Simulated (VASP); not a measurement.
# Ta (Im-3m) in VASP: a series of runs, part 2 of 2

VASP 6.6.1.

### Step 3. Single point, PBE+D3(BJ)

This run uses another cell than the first one, of 18.01 Å³/atom, 0.990 times its volume.

File INCAR:

```
SYSTEM = Ta
  ALGO = Normal
  EDIFF = 1E-6
  ENCUT = 500
  GGA = PE
  GGA_COMPAT = .FALSE.
  ISIF = 2
  ISMEAR = 1
  IVDW = 12
  LASPH = .TRUE.
  LCHARG = .FALSE.
  LREAL = .FALSE.
  LWAVE = .FALSE.
  NBANDS = 12
  NELM = 120
  PREC = Accurate
  SIGMA = 0.1
```

File KPOINTS:

```
Automatic mesh
0
Gamma
  8 8 8
  0.5 0.5 0.5
```

File POSCAR:

```
Ta
1.0
   -1.6512800000      1.6512800000      1.6512800000
    1.6512800000     -1.6512800000      1.6512800000
    1.6512800000      1.6512800000     -1.6512800000
Ta
1
Direct
    0.0000000000      0.0000000000      0.0000000000
```

Potentials or basis: VASP PAW PBE potentials, release 64 (Ta_pv).

The run is started by

```sh
$ cat potpaw_PBE.64/Ta_pv/POTCAR > POTCAR
$ mpirun -np 1 vasp_std > vasp.out
```

OUTCAR:

```text
SYSTEM = Ta
   EDIFF = 1E-6
   ENCUT = 500
   GGA = PE
   ISIF = 2
   ISMEAR = 1
   IVDW = 12
   LASPH = .TRUE.
   LREAL = .FALSE.
   NELM = 120
   PREC = Accurate
 IVDW          = 12

 ion  position               nearest neighbor table
   1  0.000  0.000  0.000-

  LATTYP: Found a body centered cubic cell.
 ALAT       =     3.3025600000

  Lattice vectors:

 A1 = (  -1.6512800000,   1.6512800000,   1.6512800000)
 A2 = (   1.6512800000,  -1.6512800000,   1.6512800000)
 A3 = (   1.6512800000,   1.6512800000,  -1.6512800000)

Analysis of symmetry for initial positions (statically):
=====================================================================
 Subroutine PRICEL returns:
 Original cell was already a primitive cell.

 Routine SETGRP: Setting up the symmetry group for a
 body centered cubic supercell.

 Subroutine GETGRP returns: Found 48 space group operations
 (whereof 48 operations were pure point group operations)
 out of a pool of 48 trial point group operations.

The static configuration has the point symmetry O_h .

Analysis of symmetry for dynamics (positions and initial velocities):
=====================================================================
 Subroutine PRICEL returns:
 Original cell was already a primitive cell.

 Routine SETGRP: Setting up the symmetry group for a
 body centered cubic supercell.

 Subroutine GETGRP returns: Found 48 space group operations
 (whereof 48 operations were pure point group operations)
 out of a pool of 48 trial point group operations.

The dynamic configuration has the point symmetry O_h .

 Subroutine INISYM returns: Found 48 space group operations
 (whereof 48 operations are pure point group operations),
 and found     1 'primitive' translations

----------------------------------------------------------------------------------------

                                     Primitive cell
[... 114 lines left out ...]
   GGA     = PE    functional components
   LHFCALC =     F    Hartree Fock is set to
   AEXX    =    0.0000 exact exchange contribution
   IVDW    =    12    specifies the selected vdW correction
   LEPSILON=     F    determine dielectric tensor
   LRPA    =     F    only Hartree local field effects (RPA)
 non-spin polarized calculation
 Methfessel and Paxton  Order N= 1 SIGMA  =   0.10
  energy-cutoff  :      500.00
  volume of cell :       18.01
 maximum number of plane-waves:       469
 NGX is ok and might be reduce to    24
   NGX = 11   NGY = 11   NGZ = 11

 number of electron      11.0000002 magnetization

 Free energy of the ion-electron system (eV)
  ---------------------------------------------------
  ext. energy  EPLUGINS =         0.00000000
  ---------------------------------------------------
  free energy    TOTEN  =       -11.78298355 eV

  energy without entropy =      -11.78048992  energy(sigma->0) =      -11.78215234

 E-fermi :   5.4631     XC(G=0): -12.6250

 val. band max:        5.4594073458   @ k =  -0.4375  -0.4375   0.0625
 cond. band min:       5.4651126530   @ k =   0.3125   0.0625   0.0625
 fundamental gap:      0.0057053073
 Fermi energy:         5.4631106764

 k-point     1 :       0.0625    0.0625    0.0625
  band No.  band energies     occupation
      1     -27.9084      2.00000
      2     -27.6560      2.00000
      3     -27.6560      2.00000
      4      -1.4357      2.00000
      5       5.6495     -0.02420
      6       5.6495     -0.02420
      7       7.4066     -0.00000
      8       9.2009      0.00000
      9       9.2009      0.00000
     10      20.1274      0.00000
     11      21.1440      0.00000
     12      22.3290      0.00000
[... 331 lines left out ...]
 k-point    24 :      -0.4375    0.4375    0.3125
  band No.  band energies     occupation
      1     -28.5235      2.00000
      2     -28.2929      2.00000
      3     -28.2055      2.00000
      4       2.5014      2.00000
      5       2.7903      2.00000
      6       7.9799      0.00000
      7       8.0789      0.00000
      8      11.9720      0.00000
      9      12.5131      0.00000
     10      17.5438      0.00000
     11      18.9403      0.00000
     12      20.1288      0.00000

 [... further k-points ...]

------------------------ aborting loop because EDIFF is reached ----------------------------------------

 Edisp (eV)   -0.66247

 E8    (eV) :    -0.3469

  FORCE on cell =-STRESS in cart. coord.  units (eV):
  Direction    XX          YY          ZZ          XY          YZ          ZX
  --------------------------------------------------------------------------------------
  -------------------------------------------------------------------------------------
  Total      -0.09201    -0.09201    -0.09201    -0.00000    -0.00000     0.00000
  in kB      -8.18475    -8.18475    -8.18475    -0.00000    -0.00000     0.00000
  external pressure =       -8.18 kB  Pullay stress =        0.00 kB

 VOLUME and BASIS-vectors are now :
 -----------------------------------------------------------------------------
  energy-cutoff  :      500.00
  volume of cell :       18.01
      direct lattice vectors                 reciprocal lattice vectors
    -1.651280000  1.651280000  1.651280000     0.000000000  0.302795407  0.302795407
     1.651280000 -1.651280000  1.651280000     0.302795407  0.000000000  0.302795407
     1.651280000  1.651280000 -1.651280000     0.302795407  0.302795407  0.000000000

 POSITION                                       TOTAL-FORCE (eV/Angst)
 -----------------------------------------------------------------------------------
      0.00000      0.00000      0.00000        -0.000000     -0.000000     -0.000000
 -----------------------------------------------------------------------------------
    total drift:                                0.000000      0.000000      0.000000

  FREE ENERGIE OF THE ION-ELECTRON SYSTEM (eV)
  ---------------------------------------------------
  free  energy   TOTEN  =       -12.4454531938 eV

  energy  without entropy=      -12.4429595632  energy(sigma->0) =      -12.44462198
```

OSZICAR:

```text
N       E                     dE             d eps       ncg     rms          rms(c)
DAV:   1     0.589930932840E+02    0.58993E+02   -0.58201E+03   624   0.840E+02
DAV:   2    -0.113293484001E+02   -0.70322E+02   -0.68546E+02   676   0.240E+02
DAV:   3    -0.122708842625E+02   -0.94154E+00   -0.93705E+00   740   0.266E+01
DAV:   4    -0.122736263520E+02   -0.27421E-02   -0.27420E-02   696   0.152E+00
DAV:   5    -0.122736344083E+02   -0.80563E-05   -0.80557E-05   728   0.823E-02    0.134E+01
DAV:   6    -0.118983816715E+02    0.37525E+00   -0.29617E-01   720   0.592E+00    0.650E+00
DAV:   7    -0.117835000837E+02    0.11488E+00   -0.24872E-01   716   0.517E+00    0.397E-01
DAV:   8    -0.117829684241E+02    0.53166E-03   -0.10594E-02   680   0.722E-01    0.151E-01
DAV:   9    -0.117829924726E+02   -0.24049E-04   -0.66340E-05   732   0.876E-02    0.274E-02
DAV:  10    -0.117829832718E+02    0.92008E-05   -0.40515E-06   704   0.228E-02    0.463E-03
DAV:  11    -0.117829835502E+02   -0.27840E-06   -0.47518E-07   408   0.759E-03
   1 F= -.12445453E+02 E0= -.12444622E+02  d E =-.249363E-02
```

stdout:

```text
POSCAR found type information on POSCAR Ta
 POSCAR found :  1 types and       1 ions
 scaLAPACK will be used
 LDA part: xc-table for (Slater+PW92), standard interpolation
 POSCAR, INCAR and KPOINTS ok, starting setup
 FFT: planning ... GRIDC
 FFT: planning ... GRID_SOFT
 FFT: planning ... GRID
 WAVECAR not read
 entering main loop
```

Run time: 7.5 s. Hardware: 1 thread of AMD EPYC 7R13 (Zen 3), shared host; peak memory 0.12 GiB.

Results:

```yaml
Free_energy: -12.4455 eV
Pressure: -0.8 GPa
Dispersion_energy_per_atom: -0.662 eV
```

Caveat: three body term missing; spin-orbit coupling is left out, which moves the levels of the heavy elements; pairwise dispersion overbinds metals, which lowers pressure and volume.

### Step 4. Single point, PBE+D3(BJ)

This run uses another cell than the first one, of 18.01 Å³/atom, 0.990 times its volume.

File INCAR:

```
PREC     = Accurate       # precision mode
ENCUT    = 500            # plane-wave cutoff, eV
EDIFF    = 1E-6           # SCF threshold, eV
ISMEAR   = 1              # smearing method
SIGMA    = 0.1            # smearing width, eV
LREAL    = False          # projectors in reciprocal space
LASPH    = True           # aspherical terms in the spheres
NELM     = 120            # most SCF steps
ALGO     = Normal         # electronic algorithm
ISIF     = 2              # what is computed and relaxed
LWAVE    = False          # write WAVECAR
LCHARG   = False          # write CHGCAR
GGA      = PE             # functional
IVDW     = 12             # dispersion correction
NBANDS   = 12             # bands
GGA_COMPAT= False
```

KPOINTS is that of step 3.

File POSCAR:

```
Ta
1.0
   -1.6514191906      1.6514191906      1.6514191906
    1.6514191906     -1.6514191906      1.6514191906
    1.6514191906      1.6514191906     -1.6514191906
Ta
1
Direct
    0.0000000000      0.0000000000      0.0000000000
```

Potentials or basis: VASP PAW PBE potentials, release 64 (Ta_pv).

The run is started by

```sh
$ cat potpaw_PBE.64/Ta_pv/POTCAR > POTCAR
$ mpirun -np 1 vasp_std > vasp.out
```

OUTCAR:

```text
PREC = Accurate
   ENCUT = 500
   EDIFF = 1E-6
   ISMEAR = 1
   LREAL = False
   LASPH = True
   NELM = 120
   ISIF = 2
   GGA = PE
   IVDW = 12
 IVDW          = 12

 ion  position               nearest neighbor table
   1  0.000  0.000  0.000-

  LATTYP: Found a body centered cubic cell.
 ALAT       =     3.3028383812

  Lattice vectors:

 A1 = (  -1.6514191906,   1.6514191906,   1.6514191906)
 A2 = (   1.6514191906,  -1.6514191906,   1.6514191906)
[... 540 lines left out ...]
     12      20.1257      0.00000

 [... further k-points ...]

------------------------ aborting loop because EDIFF is reached ----------------------------------------

 Edisp (eV)   -0.66230

 E8    (eV) :    -0.3468

  FORCE on cell =-STRESS in cart. coord.  units (eV):
  Direction    XX          YY          ZZ          XY          YZ          ZX
  --------------------------------------------------------------------------------------
  -------------------------------------------------------------------------------------
  Total      -0.09754    -0.09754    -0.09754    -0.00000    -0.00000    -0.00000
  in kB      -8.67508    -8.67508    -8.67508    -0.00000    -0.00000    -0.00000
  external pressure =       -8.68 kB  Pullay stress =        0.00 kB

 VOLUME and BASIS-vectors are now :
 -----------------------------------------------------------------------------
  energy-cutoff  :      500.00
  volume of cell :       18.01
      direct lattice vectors                 reciprocal lattice vectors
    -1.651419191  1.651419191  1.651419191     0.000000000  0.302769886  0.302769886
     1.651419191 -1.651419191  1.651419191     0.302769886  0.000000000  0.302769886
     1.651419191  1.651419191 -1.651419191     0.302769886  0.302769886  0.000000000

 POSITION                                       TOTAL-FORCE (eV/Angst)
 -----------------------------------------------------------------------------------
      0.00000      0.00000      0.00000        -0.000000     -0.000000      0.000000
 -----------------------------------------------------------------------------------
    total drift:                               -0.000000      0.000000      0.000000

  FREE ENERGIE OF THE ION-ELECTRON SYSTEM (eV)
  ---------------------------------------------------
  free  energy   TOTEN  =       -12.4454291812 eV

  energy  without entropy=      -12.4429526017  energy(sigma->0) =      -12.44460365
```

Wall time 8.7 s (1 thread of AMD EPYC 7R13 (Zen 3), shared host); peak memory 0.12 GiB.

Results:

```
Free energy                : -12.4454 eV
Pressure                   : -0.9 GPa
Dispersion energy per atom : -0.662 eV
```

Caveat: three body term missing; spin-orbit coupling is left out, which moves the levels of the heavy elements; pairwise dispersion overbinds metals, which lowers pressure and volume.

### Step 5. Single point, PBE+D3(BJ)

This run uses another cell than the first one, of 17.84 Å³/atom, 0.981 times its volume.

File INCAR:

```
PREC = Accurate
ENCUT = 500
EDIFF = 1E-6
ISMEAR = 1
SIGMA = 0.1
LREAL = False
LASPH = True
NELM = 120
ALGO = Normal
ISIF = 2
LWAVE = False
LCHARG = False
GGA = PE
IVDW = 12
NBANDS = 12
GGA_COMPAT = False
```

KPOINTS is that of step 4.

File POSCAR:

```
Ta
1.0
   -1.6460684196      1.6460684196      1.6460684196
    1.6460684196     -1.6460684196      1.6460684196
    1.6460684196      1.6460684196     -1.6460684196
Ta
1
Direct
    0.0000000000      0.0000000000      0.0000000000
```

The run is started by

```sh
$ cat potpaw_PBE.64/Ta_pv/POTCAR > POTCAR
$ mpirun -np 1 vasp_std > vasp.out
```

Run time: 6.8 s. Hardware: 1 thread of AMD EPYC 7R13 (Zen 3), shared host; peak memory 0.12 GiB.

Results (log left out):

```yaml
Free_energy: -12.4453 eV
Pressure: 1.0 GPa
Dispersion_energy_per_atom: -0.669 eV
```

Levels at points of the mesh, in eV from the Fermi level:
| k point | band 1 | band 2 | band 3 | band 4 | band 5 | band 6 | band 7 | band 8 | band 9 | band 10 |
| --- | --- | --- | --- | --- | --- | --- | --- | --- | --- | --- |
| (0.06, 0.06, 0.06) | -33.34 | -33.08 | -33.08 | -6.93 | 0.18 | 0.18 | 1.96 | 3.76 | 3.76 | 14.70 |

Caveat: three body term missing; spin-orbit coupling is left out, which moves the levels of the heavy elements; pairwise dispersion overbinds metals, which lowers pressure and volume.

### Step 6. Overview

| cell | gap on the mesh (eV) | pressure (GPa) |
| --- | --- | --- |
| a = 2.870 Å, angles 109.5°, 1 atom | none | -2.8 |
| a = 2.860 Å, angles 109.5°, 1 atom | none | -0.9 |
| a = 2.851 Å, angles 109.5°, 1 atom | none | 1.0 |

Alike in all rows: task single point; level PBE+D3(BJ); potentials or basis VASP PAW PBE potentials, release 64 (Ta_pv); no spin polarisation; k mesh 8 × 8 × 8, shifted; cutoff (eV) 500; smearing methfessel-paxton 0.1 eV.

Caveats: three body term missing; spin-orbit coupling is left out, which moves the levels of the heavy elements; pairwise dispersion overbinds metals, which lowers pressure and volume.

Total energies depend on the potentials used, so only differences within one code and one set of settings carry meaning.
